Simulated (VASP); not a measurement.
# Mg3NiS4 (P4/mmm) in VASP: notebook, part 3 of 3

VASP 6.6.1. Earlier steps stand in the parts before.

### 4 Relaxation of shape and atoms at fixed volume, PBE (15.22 Å³/atom)

INCAR reads:

```
PREC = Accurate
ENCUT = 600
EDIFF = 1E-7
ISMEAR = 0
SIGMA = 0.1
LREAL = False
LASPH = True
NELM = 60
ALGO = Normal
ISIF = 4
LWAVE = False
LCHARG = False
GGA = PE
IBRION = 2
NSW = 50
EDIFFG = -0.01
```

KPOINTS reads:

```
regular mesh
0
Gamma
  10 10 4
```

POSCAR reads:

```
Mg3NiS4
1.0
    3.5240761493      0.0000000000      0.0000000000
    0.0000000000      3.5240761493      0.0000000000
    0.0000000000      0.0000000000      9.8043274188
Mg Ni S
3 1 4
Direct
    0.0000000000      0.0000000000      0.7563052430
    0.0000000000      0.0000000000      0.2436947570
    0.5000000000      0.5000000000      0.5000000000
    0.5000000000      0.5000000000      0.0000000000
    0.0000000000      0.0000000000      0.0000000000
    0.5000000000      0.5000000000      0.2349020605
    0.0000000000      0.0000000000      0.5000000000
    0.5000000000      0.5000000000      0.7650979395
```

Potentials or basis: VASP PAW PBE potentials, release 64 (Mg, Ni, S).

The run is started by

```console
> cat potpaw_PBE.64/Mg/POTCAR potpaw_PBE.64/Ni/POTCAR potpaw_PBE.64/S/POTCAR > POTCAR
> mpirun -np 1 vasp_std > vasp.out
```

OUTCAR:

```text
PREC = Accurate
   ENCUT = 600
   EDIFF = 1E-7
   ISMEAR = 0
   LREAL = False
   LASPH = True
   NELM = 60
   ISIF = 4
   GGA = PE
   IBRION = 2
   NSW = 50
   EDIFFG = -0.01

 ion  position               nearest neighbor table
   1  0.000  0.000  0.756-   5 2.39   8 2.49   8 2.49   8 2.49   8 2.49   7 2.51   3 3.54   3 3.54
                             3 3.54   3 3.54
   2  0.000  0.000  0.244-   5 2.39   6 2.49   6 2.49   6 2.49   6 2.49   7 2.51   3 3.54   3 3.54
                             3 3.54   3 3.54
   3  0.500  0.500  0.500-   7 2.49   7 2.49   7 2.49   7 2.49   8 2.60   6 2.60   2 3.54   2 3.54
                             1 3.54   2 3.54   1 3.54   1 3.54   2 3.54   1 3.54
   4  0.500  0.500  0.000-   6 2.30   8 2.30   5 2.49   5 2.49   5 2.49   5 2.49
   5  0.000  0.000  0.000-   1 2.39   2 2.39   4 2.49   4 2.49   4 2.49   4 2.49
   6  0.500  0.500  0.235-   4 2.30   2 2.49   2 2.49   2 2.49   2 2.49   3 2.60
   7  0.000  0.000  0.500-   3 2.49   3 2.49   3 2.49   3 2.49   1 2.51   2 2.51
   8  0.500  0.500  0.765-   4 2.30   1 2.49   1 2.49   1 2.49   1 2.49   3 2.60

  LATTYP: Found a simple tetragonal cell.
 ALAT       =     3.5240761493
 C/A-ratio  =     2.7820986277

  Lattice vectors:

 A1 = (   3.5240761493,   0.0000000000,   0.0000000000)
 A2 = (   0.0000000000,   3.5240761493,   0.0000000000)
 A3 = (   0.0000000000,   0.0000000000,   9.8043274188)

Analysis of symmetry for initial positions (statically):
=====================================================================
 Subroutine PRICEL returns:
 Original cell was already a primitive cell.

 Routine SETGRP: Setting up the symmetry group for a
 simple tetragonal supercell.

 Subroutine GETGRP returns: Found 16 space group operations
 (whereof 16 operations were pure point group operations)
 out of a pool of 16 trial point group operations.

The static configuration has the point symmetry D_4h.

Analysis of symmetry for dynamics (positions and initial velocities):
[... 148 lines left out ...]
   GGA     = PE    functional components
   LHFCALC =     F    Hartree Fock is set to
   AEXX    =    0.0000 exact exchange contribution
   IVDW    =     0    specifies the selected vdW correction
   LEPSILON=     F    determine dielectric tensor
   LRPA    =     F    only Hartree local field effects (RPA)
 conjugate gradient relaxation of ions
 non-spin polarized calculation
 Gauss-broadening in eV      SIGMA  =   0.10
  energy-cutoff  :      600.00
  volume of cell :      121.76
 maximum number of plane-waves:      4086
   NGX = 15   NGY = 15   NGZ = 39

--------------------------------------- Ionic step        1  -------------------------------------------

 number of electron      39.9999999 magnetization

 Free energy of the ion-electron system (eV)
  ---------------------------------------------------
  ext. energy  EPLUGINS =         0.00000000
  ---------------------------------------------------
  free energy    TOTEN  =       -34.67499448 eV

  energy without entropy =      -34.66616822  energy(sigma->0) =      -34.67058135

------------------------ aborting loop because EDIFF is reached ----------------------------------------

  FORCE on cell =-STRESS in cart. coord.  units (eV):
  Direction    XX          YY          ZZ          XY          YZ          ZX
  --------------------------------------------------------------------------------------
  -------------------------------------------------------------------------------------
  Total        6.8336269      6.8336269      7.0982228      0.0000000      0.0000000     -0.0000000
  in kB       89.9194147     89.9194147     93.4010658      0.0000000      0.0000000     -0.0000000
  external PRESSURE =      91.0799651 kB  Pullay stress =       0.0000000 kB
[... 113 lines left out ...]
--------------------------------------- Ionic step        4  -------------------------------------------

 number of electron      39.9999999 magnetization

 Free energy of the ion-electron system (eV)
  ---------------------------------------------------
  ext. energy  EPLUGINS =         0.00000000
  ---------------------------------------------------
  free energy    TOTEN  =       -34.67616673 eV

  energy without entropy =      -34.66723884  energy(sigma->0) =      -34.67170278

 E-fermi :   6.6551     XC(G=0): -10.5204

 val. band max:        6.6491003212   @ k =   0.4000   0.3000   0.5000
 cond. band min:       6.7029363291   @ k =   0.5000   0.2000   0.0000
 fundamental gap:      0.0538360079
 Fermi energy:         6.6550846965

 k-point     1 :       0.0000    0.0000    0.0000
  band No.  band energies     occupation
      1      -8.2951      2.00000
      2      -7.4184      2.00000
      3      -7.2993      2.00000
      4      -6.0114      2.00000
      5       0.3728      2.00000
      6       1.7691      2.00000
[... 661 lines left out ...]
     24      10.9912      0.00000
     25      11.1561      0.00000

 [... further k-points ...]

------------------------ aborting loop because EDIFF is reached ----------------------------------------

  FORCE on cell =-STRESS in cart. coord.  units (eV):
  Direction    XX          YY          ZZ          XY          YZ          ZX
  --------------------------------------------------------------------------------------
  -------------------------------------------------------------------------------------
  Total        6.8841633      6.8841633      6.8052007      0.0000000     -0.0000000     -0.0000000
  in kB       90.5843911     90.5843911     89.5453726      0.0000000     -0.0000000     -0.0000000
  external PRESSURE =      90.2380516 kB  Pullay stress =       0.0000000 kB
[... 23 lines left out ...]
  FREE ENERGIE OF THE ION-ELECTRON SYSTEM (eV)
  ---------------------------------------------------
  free  energy   TOTEN  =       -34.6761667291 eV

  energy  without entropy=      -34.6672388396  energy(sigma->0) =      -34.67170278

 reached required accuracy - stopping structural energy minimisation
```

It took 14 min on 1 thread of Intel Xeon Platinum 8259CL at 2.50GHz (Skylake/Cascade Lake), shared host; peak memory 0.4 GiB.

Results:

- Free energy: -34.6762 eV
- Energy gained by relaxing: 0.1 meV/atom
- Ionic steps: 4
- Pressure after relaxing: 9.0 GPa
- Largest force after relaxing: 0.005 eV/Å
- Band gap on the k mesh: zero (bands 20 and 21 overlap by 1.69 eV)

Forces on the atoms (eV/Å):
```
Mg   0.000  0.000 -0.004
Mg   0.000  0.000  0.004
Mg   0.000  0.000  0.000
Ni   0.000  0.000  0.000
S    0.000  0.000  0.000
S    0.000  0.000  0.005
S    0.000  0.000  0.000
S    0.000  0.000 -0.005
```

Step by step:
```tsv
step	energy change (eV)	largest force (eV/Å)	pressure (GPa)	volume (Å³)
1	0.0000	0.0726	9.11	121.76
2	-0.0008	0.0416	9.07	121.76
3	-0.0010	0.0219	9.06	121.76
4	-0.0012	0.0054	9.02	121.76
```

Final structure:
```
CELL_PARAMETERS angstrom
3.52232 0.00000 0.00000
0.00000 3.52232 0.00000
0.00000 0.00000 9.81412
ATOMIC_POSITIONS crystal
Mg 0.00000 0.00000 0.75562
Mg 0.00000 0.00000 0.24438
Mg 0.50000 0.50000 0.50000
Ni 0.50000 0.50000 0.00000
S 0.00000 0.00000 0.00000
S 0.50000 0.50000 0.23571
S 0.00000 0.00000 0.50000
S 0.50000 0.50000 0.76429
```

Levels at points of the mesh, in eV from the Fermi level:
```
           k point  band 18  band 19  band 20  band 21  band 22  band 23
(0.00, 0.00, 0.00)    -1.18    -1.10    -1.10    -0.83     1.58     2.84
(0.50, 0.00, 0.00)    -1.01    -0.97     0.70     1.27     3.42     3.43
(0.50, 0.50, 0.00)    -1.67    -1.25    -1.12    -0.99     1.40     1.89
(0.00, 0.00, 0.50)    -1.37    -0.97    -0.97    -0.57     2.23     2.39
(0.50, 0.00, 0.50)    -1.01    -0.99     0.26     1.27     4.02     4.25
(0.50, 0.50, 0.50)    -1.53    -1.17    -1.12    -0.98     2.26     2.97
```

Caveat: the run has no spin polarisation, though such a crystal can be magnetic. Spin polarisation is off, so any magnetic state and its effect on volume and gap are missing.

### 5 The runs side by side

| task | cell | cutoff (eV) | gap on the mesh (eV) | pressure (GPa) | largest force (eV/Å) |
| --- | --- | --- | --- | --- | --- |
| single point | a = 3.524, b = 3.524, c = 9.807 Å, 8 atoms, atomic positions A | 520 | none | 9.0 | 0.03 |
| single point | a = 3.600, b = 3.600, c = 10.013 Å, 8 atoms, atomic positions B | 520 | none | 2.4 | 0.03 |
| relaxation of shape and atoms at fixed volume | relaxed from a = 3.524, b = 3.524, c = 9.804 Å, 8 atoms, atomic positions C | 600 | none | 9.0 | 0.01 |

Alike in all rows: level PBE; potentials or basis VASP PAW PBE potentials, release 64 (Mg, Ni, S); no spin polarisation; k mesh 10 × 10 × 4; smearing gaussian 0.1 eV.

Caveats: the run has no spin polarisation, though such a crystal can be magnetic; the cell stands under pressure (at least some runs).

Total energies depend on the potentials used, so only differences within one code and one set of settings carry meaning.

The gap in the log of VASP goes by the Fermi energy; the results here count the filled bands.